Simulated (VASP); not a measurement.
A run of VASP 6.6.1:

File INCAR:

```
SYSTEM = Sn32HO31
  PREC = Accurate
  ENCUT = 520
  EDIFF = 1E-7
  ISMEAR = 0
  SIGMA = 0.05
  LREAL = Auto
  LASPH = .True.
  NELM = 150
  ALGO = Normal
  ISIF = 2
  LWAVE = .False.
  LCHARG = .False.
  ISPIN = 2
  MAGMOM = 0 0 0 0 0 0 0 0 0.2 0 0.2 0 0 0 0 0 0.2 0 0 0.2 0 0 0 0 0 0 0 0 0 0 0 0 0.2 0 0 0 0 0 0 0 0 0 0 0 0 0 0 0 0 0 0 0 0 0 0 0 0 0 0 0 0 0 0 0
  LORBIT = 11
  GGA = PE
  NBANDS = 360
  LUSENCCL = .False.
```

KPOINTS

```
regular mesh
0
Gamma
  1 1 1
  0 0 0
```

POSCAR

```
Sn32HO31
1.0
  -10.9476480000      0.0000000000      0.0000000000
    0.0000000000    -10.9511840000      0.0000000000
    0.0000000000      5.4755920000     10.2219600000
Sn H O
32 1 31
Direct
   -0.0017535834      0.3058035022      0.8655496089
    0.0018218159      0.8061058515      0.8609074956
    0.7483496179      0.0541289827      0.8611886059
    0.7521726149      0.5588519591      0.8657713288
    0.5026243034      0.8075311142      0.8620314128
    0.4975291955      0.3073548087      0.8647198688
    0.2524885506      0.5581753537      0.8647457683
    0.2471990841      0.0554056466      0.8615271008
    0.0045829957      0.1957417456      0.1343375931
    0.0011526892      0.6917024337      0.1365335721
    0.7470035343      0.9369260740      0.1344041799
    0.7479428068      0.4432088578      0.1370395019
    0.4979475548      0.6916613247      0.1342637240
    0.5007270946      0.1957373100      0.1369027532
    0.2508238194      0.4442299379      0.1341440293
    0.2513632141      0.9423764192      0.1363888524
    0.0049583566      0.0525937790      0.3653661784
    0.0011115138      0.5562340878      0.3642433874
    0.7481093317      0.8058678567      0.3640183966
    0.7446318976      0.3143984505      0.3679645918
    0.4968132341      0.5618446621      0.3667456747
    0.5007503594      0.0564899960      0.3642567824
    0.2511076366      0.3088781094      0.3638505375
    0.2512959607      0.8069142289      0.3663693730
    0.0021867123      0.4425835750      0.6382745090
   -0.0018280633      0.9428119231      0.6335176670
    0.7480976735      0.1948254892      0.6383732589
    0.7514905784      0.6901511513      0.6340833070
    0.4979192049      0.9434619311      0.6343966235
    0.5032429275      0.4439921940      0.6377646970
    0.2521916882      0.6917911956      0.6343790210
    0.2470291626      0.1946357718      0.6371687516
    0.8794555198      0.1163772472      0.2428243027
    0.8741339949      0.6228040534      0.2505063558
    0.6248628468      0.8738315219      0.2466097599
    0.6245332832      0.3802621665      0.2585053026
    0.3740027495      0.6262077162      0.2498041165
    0.3774118365      0.1262258430      0.2500622301
    0.1246606040      0.3731684980      0.2462047246
    0.1251490805      0.8765070028      0.2540686530
    0.8724210005      0.1238828406      0.7494264504
    0.8777012371      0.6239282585      0.7492790264
    0.6252318933      0.8709543177      0.7436662797
    0.6252970767      0.3788647622      0.7547584455
    0.3804889385      0.6255470752      0.7495242048
    0.3695460108      0.1256965055      0.7493764935
    0.1250804181      0.3763381793      0.7554868930
    0.1245882853      0.8732046053      0.7442513181
    0.8751870931      0.3757925922      0.7530142343
    0.8749005889      0.8719124112      0.7454109629
    0.6210201296      0.1255593169      0.7506217149
    0.6289406492      0.6258653025      0.7509869759
    0.3749519591      0.8758420903      0.7500341778
    0.3751433991      0.3746046849      0.7473750543
    0.1291197969      0.6246180162      0.7495732109
    0.1211396666      0.1244425405      0.7491686012
    0.8748666074      0.8766106264      0.2506939918
    0.8744352509      0.3686286584      0.2504811427
    0.6231336569      0.6253707169      0.2497932808
    0.6324414346      0.1262428861      0.2503177179
    0.3749465811      0.3773016151      0.2498232886
    0.3749487009      0.8758108125      0.2513555056
    0.1229238121      0.1253200033      0.2508045942
    0.1250402667      0.6255989676      0.2514511140
```

Potentials or basis: VASP PAW PBE potentials, release 64 (Sn_d, H, O).

Launch:

```bash
$ cat potpaw_PBE.64/Sn_d/POTCAR potpaw_PBE.64/H/POTCAR potpaw_PBE.64/O/POTCAR > POTCAR
$ mpirun -np 1 vasp_gam > vasp.out
```

Hardware: 1 × NVIDIA H100 80GB with 1 thread of AMD EPYC 7R13 Processor (Zen 3), with other jobs on the host.

**Question.** Estimate the wall time of this run.

**Answer.** It took 6.8 min on 1 × NVIDIA H100 80GB with 1 thread of AMD EPYC 7R13 Processor (Zen 3) (shared host), peak memory 2.2 GiB. Counts: scf iterations 21, k points 1.
